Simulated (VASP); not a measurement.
# Ge in VASP: notebook, part 2 of 2

VASP 6.6.1. Earlier steps stand in the parts before.

### 3 Single point, PBE

This run uses another cell than the first one, of 19.33 Å³/atom.

File INCAR:

```
ALGO = Normal
EDIFF = 1E-6
ENCUT = 520
GGA = PE
ISIF = 2
ISMEAR = 0
LASPH = T
LCHARG = F
LREAL = F
LWAVE = F
NBANDS = 13
NELM = 100
PREC = Accurate
SIGMA = 0.1
```

File KPOINTS:

```
k-points
0
Gamma
  24 24 20
```

File POSCAR:

```
Ge
1.0
    2.8788293817      0.0000000000      0.0000000000
   -1.4394146908      2.4931393777      0.0000000000
    0.0000000000      0.0000000000      2.6935342405
Ge
1
Direct
    0.0000000000      0.0000000000      0.5000000000
```

Potentials or basis: VASP PAW PBE potentials, release 64 (Ge_d).

On the command line:

```bash
> cat potpaw_PBE.64/Ge_d/POTCAR > POTCAR
> mpirun -np 1 vasp_std > vasp.out
```

OUTCAR:

```text
EDIFF = 1E-6
   ENCUT = 520
   GGA = PE
   ISIF = 2
   ISMEAR = 0
   LASPH = T
   LREAL = F
   NELM = 100
   PREC = Accurate

 ion  position               nearest neighbor table
   1  0.000  0.000  0.500-

  LATTYP: Found a hexagonal cell.
 ALAT       =     2.8788293817
 C/A-ratio  =     0.9356352473

  Lattice vectors:

 A1 = (   2.8788293817,   0.0000000000,   0.0000000000)
 A2 = (  -1.4394146908,   2.4931393777,   0.0000000000)
 A3 = (   0.0000000000,   0.0000000000,   2.6935342405)
[... 562 lines left out ...]
     12      23.1578      0.00000
     13      23.2012      0.00000

 [... further k-points ...]

------------------------ aborting loop because EDIFF is reached ----------------------------------------

  FORCE on cell =-STRESS in cart. coord.  units (eV):
  Direction    XX          YY          ZZ          XY          YZ          ZX
  --------------------------------------------------------------------------------------
  -------------------------------------------------------------------------------------
  Total       -0.0195594     -0.0195594     -0.0237303     -0.0000000     -0.0000000     -0.0000000
  in kB       -1.6209931     -1.6209931     -1.9666600     -0.0000000     -0.0000000     -0.0000000
  external PRESSURE =      -1.7362154 kB  Pullay stress =       0.0000000 kB

 VOLUME and BASIS-vectors are now :
 -----------------------------------------------------------------------------
  energy-cutoff  :      520.00
  volume of cell :       19.33
      direct lattice vectors                 reciprocal lattice vectors
     2.878829382  0.000000000  0.000000000     0.347363413  0.200550360  0.000000000
    -1.439414691  2.493139378  0.000000000     0.000000000  0.401100720  0.000000000
     0.000000000  0.000000000  2.693534241     0.000000000  0.000000000  0.371259435

 POSITION                                       TOTAL-FORCE (eV/Angst)
 -----------------------------------------------------------------------------------
      0.00000      0.00000      1.34677         0.000000      0.000000      0.000000
 -----------------------------------------------------------------------------------
    total drift:                                0.000000      0.000000     -0.000000

  FREE ENERGIE OF THE ION-ELECTRON SYSTEM (eV)
  ---------------------------------------------------
  free  energy   TOTEN  =        -4.2756679154 eV

  energy  without entropy=       -4.2741116473  energy(sigma->0) =       -4.27488978
```

Wall time 64 s (1 thread of Intel Xeon Platinum 8375C at 2.90GHz (Ice Lake), shared host); peak memory 0.26 GiB.

Results:

```
Free energy            : -4.2757 eV
Pressure               : -0.2 GPa
Band gap on the k mesh : zero (bands 7 and 8 overlap by 10.10 eV)
```

### 4 Single point, PBE

This run uses another cell than the first one: it holds 4 atoms, not 1.

File INCAR:

```
ALGO     = Normal         # electronic algorithm
EDIFF    = 1E-6           # SCF threshold, eV
ENCUT    = 520            # plane-wave cutoff, eV
GGA      = PE             # functional
ISIF     = 2              # what is computed and relaxed
ISMEAR   = 0              # smearing method
LASPH    = True           # aspherical terms in the spheres
LCHARG   = False          # write CHGCAR
LREAL    = False          # projectors in reciprocal space
LWAVE    = False          # write WAVECAR
NBANDS   = 36             # bands
NELM     = 80             # most SCF steps
PREC     = Accurate       # precision mode
SIGMA    = 0.2            # smearing width, eV
```

File KPOINTS:

```
k-points
0
Gamma
  8 4 4
```

File POSCAR:

```
Ge
1.0
   -1.3314553049     -1.3317898080      1.8619965554
    4.9943669832     -2.1114984956      2.0609648314
   -2.1084959441      4.9927852457      2.0630457216
Ge
4
Direct
    0.7500972877      0.2492698036      0.2496628321
    0.7500660132      0.7493730411      0.2503352457
   -0.2501515109      0.2506208941      0.7498356307
    0.7499882100      0.7507362612      0.7501662914
```

On the command line:

```bash
> cat potpaw_PBE.64/Ge_d/POTCAR > POTCAR
> mpirun -np 1 vasp_std > vasp.out
```

It took 2.7 min on 1 thread of Intel Xeon Platinum 8375C at 2.90GHz (Ice Lake), shared host; peak memory 0.28 GiB.

It converged, with:

| Property | Result |
| --- | --- |
| Free energy | -17.0694 eV |
| Pressure | 0.0 GPa |
| Largest force | 0.004 eV/Å |
| Band gap on the k mesh | zero (bands 28 and 29 overlap by 5.88 eV) |

Forces on the atoms (eV/Å):
```
Ge   0.000  0.002  0.001
Ge   0.001 -0.002 -0.001
Ge   0.002 -0.001  0.001
Ge  -0.003  0.002 -0.001
```

Levels at points of the mesh, in eV from the Fermi level:
```tsv
k point	band 26	band 27	band 28	band 29	band 30	band 31
(0.00, 0.00, 0.00)	-5.53	-5.53	3.76	3.77	3.77	7.21
(0.50, 0.00, 0.00)	-2.21	-2.21	-2.21	-2.09	-2.09	-2.09
(0.00, 0.50, 0.00)	-2.95	-0.99	-0.97	0.51	0.52	5.20
(0.00, 0.50, 0.50)	-2.95	-0.98	-0.98	0.51	0.52	5.20
(0.50, 0.50, 0.00)	-4.50	-2.28	-2.27	0.81	0.81	2.35
(0.50, 0.50, 0.50)	-4.50	-2.28	-2.28	0.81	0.81	2.35
(0.00, 0.00, 0.50)	-2.93	-1.01	-0.95	0.52	0.52	5.19
(0.50, 0.00, 0.50)	-4.50	-2.29	-2.26	0.81	0.82	2.32
```

### 5 Relaxation of cell and atoms, PBE

File INCAR:

```
PREC = Accurate
ENCUT = 600
EDIFF = 1E-6
ISMEAR = 0
SIGMA = 0.1
LREAL = F
LASPH = T
NELM = 60
ALGO = Normal
ISIF = 3
LWAVE = F
LCHARG = F
GGA = PE
IBRION = 2
NSW = 100
EDIFFG = -0.01
```

File KPOINTS:

```
Automatic mesh
0
Gamma
  24 24 20
```

File POSCAR:

```
Ge
1.0
    2.8999896408      0.0000000000      0.0000000000
   -1.4499948204      2.5114646996      0.0000000000
    0.0000000000      0.0000000000      2.6482953940
Ge
1
Direct
    0.0000000000      0.0000000000      0.5000000000
```

On the command line:

```bash
> cat potpaw_PBE.64/Ge_d/POTCAR > POTCAR
> mpirun -np 1 vasp_std > vasp.out
```

Run time: 5.1 min. Hardware: 1 thread of Intel Xeon Platinum 8375C at 2.90GHz (Ice Lake), shared host; peak memory 0.29 GiB.

It converged, with:

```
Free energy                           : -4.2757 eV
Relaxed volume                        : 19.33 Å³/atom
Relaxed cell                          : a = 2.879 Å, b = 2.879 Å, c = 2.694 Å, α = 90.00°, β = 90.00°, γ = 120.00°
Space group after relaxing (to 0.1 Å) : P6/mmm (No. 191)
Energy gained by relaxing             : 4.1 meV/atom
Ionic steps                           : 7
Pressure after relaxing               : 0.0 GPa
Band gap on the k mesh                : zero (bands 7 and 8 overlap by 10.09 eV)
```

The path:
```
step  energy change (eV)  largest force (eV/Å)  pressure (GPa)  volume (Å³)
   1              0.0000                0.0000            0.05        19.29
   2             -0.0041                0.0000            0.12        19.30
   3             -0.0041                0.0000            0.16        19.30
   4             -0.0041                0.0000            0.16        19.30
   5             -0.0041                0.0000           -0.05        19.36
   6             -0.0041                0.0000           -0.08        19.35
   7             -0.0041                0.0000           -0.04        19.33
```

Final structure:
```xyz
1
Lattice="2.8786 0.0000 0.0000 -1.4393 2.4929 0.0000 0.0000 0.0000 2.6940" Properties=species:S:1:pos:R:3 pbc="T T T"
Ge    0.0000    0.0000    1.3470
```

Levels at points of the mesh, in eV from the Fermi level:
```tsv
k point	band 5	band 6	band 7	band 8	band 9	band 10
(0.00, 0.00, 0.00)	-24.53	-12.98	6.62	8.13	8.13	10.16
(0.50, 0.00, 0.00)	-24.54	-8.11	-5.45	4.07	8.07	10.36
(0.00, 0.00, 0.50)	-24.56	-9.19	-5.77	10.97	10.97	16.52
(0.50, 0.00, 0.50)	-24.46	-3.96	-2.37	-1.83	3.48	6.95
```

### 6 Summary

```csv
task,cell,k mesh,cutoff (eV),smearing,gap on the mesh (eV),pressure (GPa)
single point,"a = 2.900, b = 2.900, c = 2.648 Å, angles 90.0, 90.0, 120.0°, 1 atom, atomic positions A",6 × 6 × 6,520,gaussian 0.1 eV,none,0.2
single point,"a = 2.879, b = 2.879, c = 2.694 Å, angles 90.0, 90.0, 120.0°, 1 atom, atomic positions A",24 × 24 × 20,520,gaussian 0.1 eV,none,-0.2
single point,"a = 2.648, b = 5.801, c = 5.799 Å, angles 120.0, 90.0, 90.0°, 4 atoms, atomic positions B",8 × 4 × 4,520,gaussian 0.2 eV,none,0.0
relaxation of cell and atoms,"relaxed from a = 2.900, b = 2.900, c = 2.648 Å, angles 90.0, 90.0, 120.0°, 1 atom, atomic positions A",24 × 24 × 20,600,gaussian 0.1 eV,none,0.0
```

Alike in all rows: level PBE; potentials or basis VASP PAW PBE potentials, release 64 (Ge_d); no spin polarisation.

Caveats: some runs use coarse meshes.

Absolute energies hang on the potentials; compare differences alone.
